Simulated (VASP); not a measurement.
# CaO in VASP: further runs, part 2 of 2

VASP 6.6.1.

## (4) Single point, r2SCAN (shear xy strain +5.8%)

Input file POSCAR:

```
CaO
1.0
    0.0750738742      2.6067317416      2.6067317416
    2.6067317416      0.0750738742      2.6067317416
    2.6818056158      2.6818056158      0.0000000000
Ca O
1 1
Direct
    0.0050907282      0.0050907282     -0.0050907282
    0.2449092718      0.2449092718      0.2550907282
```

Input file INCAR.step1:

```
PREC = Accurate
ENCUT = 520
ISMEAR = 0
SIGMA = 0.01
LREAL = F
LASPH = T
NELM = 100
NBANDS = 15
GGA = PE
ALGO = Normal
EDIFF = 1E-4
LWAVE = T
LCHARG = F
```

Input file INCAR.step2:

```
PREC = Accurate
ENCUT = 520
EDIFF = 1E-6
ISMEAR = 0
SIGMA = 0.01
LREAL = F
LASPH = T
NELM = 100
ALGO = Normal
ISIF = 2
LWAVE = F
LCHARG = F
METAGGA = R2SCAN
LMIXTAU = T
NBANDS = 15
ISTART = 1
```

Input file KPOINTS:

```
regular mesh
0
Gamma
  8 8 8
```

Potentials or basis: VASP PAW PBE potentials, release 64 (Ca_sv, O).

On the command line:

```
$ cat potpaw_PBE.64/Ca_sv/POTCAR potpaw_PBE.64/O/POTCAR > POTCAR
$ cp INCAR.step1 INCAR
$ mpirun -np 1 vasp_std > vasp.out
$ cp INCAR.step2 INCAR
$ mpirun -np 1 vasp_std > vasp.out
```

OUTCAR:

```text
PREC = Accurate
   ENCUT = 520
   EDIFF = 1E-6
   ISMEAR = 0
   LREAL = F
   LASPH = T
   NELM = 100
   ISIF = 2
   METAGGA = R2SCAN
   ISTART = 1

 ion  position               nearest neighbor table
   1  0.005  0.005  0.995-   2 2.25   2 2.25   2 2.27   2 2.27
   2  0.245  0.245  0.255-   1 2.25   1 2.25   1 2.27   1 2.27

  LATTYP: Found a body centered orthorhombic cell.
 ALAT       =     3.5803048914
 B/A-ratio  =     1.0593080725
 C/A-ratio  =     1.4561507026

  Lattice vectors:

 A1 = (   2.6067317416,   0.0750738742,  -2.6067317416)
 A2 = (  -2.6067317416,  -0.0750738742,  -2.6067317416)
 A3 = (   0.0750738742,   2.6067317416,   2.6067317416)

Analysis of symmetry for initial positions (statically):
=====================================================================
 Subroutine PRICEL returns:
 Original cell was already a primitive cell.

 Routine SETGRP: Setting up the symmetry group for a
 body centered orthorhombic supercell.

 Subroutine GETGRP returns: Found  4 space group operations
 (whereof  4 operations were pure point group operations)
[... 175 lines left out ...]
      3     -18.4802      2.00000
      4     -18.4742      2.00000
      5     -15.5908      2.00000
      6      -0.5593      2.00000
      7      -0.4654      2.00000
      8      -0.3565      2.00000
      9       3.8861      0.00000
     10       8.7491      0.00000
     11       8.8173      0.00000
     12      10.4055      0.00000
     13      10.4333      0.00000
     14      10.4503      0.00000
[... 401 lines left out ...]
      2     -18.8789      2.00000
      3     -18.5247      2.00000
      4     -18.5124      2.00000
      5     -15.1962      2.00000
      6      -0.8851      2.00000
      7      -0.3402      2.00000
      8      -0.2832      2.00000
      9       5.5661      0.00000
     10       7.6394      0.00000
     11       8.9500      0.00000
     12      10.0802      0.00000
     13      10.5823      0.00000
     14      10.7272      0.00000
     15      14.9017      0.00000

 [... further k-points ...]

------------------------ aborting loop because EDIFF is reached ----------------------------------------

  FORCE on cell =-STRESS in cart. coord.  units (eV):
  Direction    XX          YY          ZZ          XY          YZ          ZX
  --------------------------------------------------------------------------------------
  -------------------------------------------------------------------------------------
  Total        0.1967133      0.1967133      0.1421681     -0.4918767      0.0000000      0.0000000
  in kB        8.9040109      8.9040109      6.4350806    -22.2642543      0.0000000      0.0000000
  external PRESSURE =       8.0810341 kB  Pullay stress =       0.0000000 kB

 VOLUME and BASIS-vectors are now :
 -----------------------------------------------------------------------------
  energy-cutoff  :      520.00
  volume of cell :       35.40
      direct lattice vectors                 reciprocal lattice vectors
     0.075073874  2.606731742  2.606731742    -0.197499041  0.197499041  0.191811068
     2.606731742  0.075073874  2.606731742     0.197499041 -0.197499041  0.191811068
     2.681805616  2.681805616  0.000000000     0.186441552  0.186441552 -0.191811068

 POSITION                                       TOTAL-FORCE (eV/Angst)
 -----------------------------------------------------------------------------------
      2.68181      2.68181      0.02654        -0.000000     -0.000000      0.018323
      1.34090      1.34090      1.27683         0.000000      0.000000     -0.018323
 -----------------------------------------------------------------------------------
    total drift:                                0.000000      0.000000     -0.000506

  FREE ENERGIE OF THE ION-ELECTRON SYSTEM (eV)
  ---------------------------------------------------
  free  energy   TOTEN  =       -18.9263724029 eV

  energy  without entropy=      -18.9263724029  energy(sigma->0) =      -18.92637240
```

OUTCAR.step1:

```text
PREC = Accurate
   ENCUT = 520
   ISMEAR = 0
   LREAL = F
   LASPH = T
[... 654 lines left out ...]
 -----------------------------------------------------------------------------------
      2.68181      2.68181      0.02654        -0.000000     -0.000000      0.008108
      1.34090      1.34090      1.27683         0.000000      0.000000     -0.008108
 -----------------------------------------------------------------------------------
    total drift:                               -0.000000     -0.000000     -0.000465

  FREE ENERGIE OF THE ION-ELECTRON SYSTEM (eV)
  ---------------------------------------------------
  free  energy   TOTEN  =       -12.4249826970 eV

  energy  without entropy=      -12.4249826970  energy(sigma->0) =      -12.42498270
```

OSZICAR.step1:

```text
N       E                     dE             d eps       ncg     rms          rms(c)
DAV:   1     0.127558489074E+03    0.12756E+03   -0.81933E+03  2850   0.106E+03
DAV:   2    -0.868684541624E+01   -0.13625E+03   -0.12577E+03  3592   0.282E+02
DAV:   3    -0.148296924691E+02   -0.61428E+01   -0.60980E+01  3214   0.623E+01
DAV:   4    -0.150533527563E+02   -0.22366E+00   -0.22348E+00  4330   0.101E+01
DAV:   5    -0.150546008361E+02   -0.12481E-02   -0.12481E-02  3221   0.921E-01    0.971E+00
DAV:   6    -0.125404298808E+02    0.25142E+01   -0.84873E+00  3123   0.253E+01    0.419E+00
DAV:   7    -0.124354165488E+02    0.10501E+00   -0.83244E-01  3140   0.845E+00    0.200E+00
DAV:   8    -0.124241578231E+02    0.11259E-01   -0.13737E-01  3669   0.379E+00    0.472E-01
DAV:   9    -0.124230147264E+02    0.11431E-02   -0.98384E-03  3298   0.892E-01    0.168E-01
DAV:  10    -0.124248656235E+02   -0.18509E-02   -0.15757E-03  2990   0.320E-01    0.560E-02
DAV:  11    -0.124249969745E+02   -0.13135E-03   -0.72940E-04  3424   0.185E-01    0.354E-02
DAV:  12    -0.124249826970E+02    0.14277E-04   -0.69170E-05  2779   0.101E-01
   1 F= -.12424983E+02 E0= -.12424983E+02  d E =-.202372-147
```

Wall time 2.1 min (1 thread of Intel Xeon Platinum 8488C (Sapphire Rapids), shared host); peak memory 0.2 GiB.

What came out:

```yaml
Free_energy: -18.9264 eV
Pressure: 0.8 GPa
Largest_force: 0.018 eV/Å
Band_gap_on_the_k_mesh: 3.66 eV, indirect (least direct gap 4.24 eV)
```

Forces in eV/Å, atoms in the order of the input:
```
Ca   0.000  0.000  0.018
O    0.000  0.000 -0.018
```

Stress tensor (GPa, compression positive):
```
 0.89 -2.23  0.00
-2.23  0.89  0.00
 0.00  0.00  0.64
```

Levels at points of the mesh, in eV from the valence-band top:
```csv
k point,band 5,band 6,band 7,band 8,band 9,band 10,band 11,band 12
"(0.00, 0.00, 0.00)",-15.81,-0.78,-0.69,-0.58,3.66,8.53,8.59,10.18
"(0.50, 0.00, 0.00)",-15.12,-1.00,-0.48,-0.46,6.53,8.19,8.52,8.98
"(0.50, 0.50, 0.00)",-14.88,-1.48,-0.13,0.00,5.25,7.13,9.67,9.93
"(0.00, 0.00, 0.50)",-15.07,-1.13,-0.41,-0.36,6.48,8.11,8.71,8.81
"(0.50, 0.00, 0.50)",-14.88,-1.49,-0.08,-0.08,5.28,7.14,9.64,9.94
```

Caveat: the cell differs from its parent crystal (shear xy strain +5.8%); the PAW data sets were made with another functional, which shifts forces and pressure a little. A k mesh can miss the band edges.

## (5) Overview

```csv
level,cell,smearing,gap on the mesh (eV),pressure (GPa),largest force (eV/Å)
r2SCAN,"a = 3.696, b = 3.696, c = 3.656 Å, angles 60.4, 60.4, 59.3°, 2 atoms",gaussian 0.01 eV,3.73,1.2,-
PBE,"a = 3.687, b = 3.687, c = 3.793 Å, angles 59.0, 59.0, 58.1°, 2 atoms",fermi-dirac 0.02 eV,3.26,1.8,0.01
r2SCAN,"a = 3.687, b = 3.687, c = 3.793 Å, angles 59.0, 59.0, 58.1°, 2 atoms",gaussian 0.01 eV,3.66,0.8,0.02
```

Alike in all rows: task single point; potentials or basis VASP PAW PBE potentials, release 64 (Ca_sv, O); no spin polarisation; k mesh 8 × 8 × 8; cutoff (eV) 520.

Caveats: the PAW data sets were made with another functional, which shifts forces and pressure a little (some runs).

Absolute energies hang on the potentials; compare differences alone.
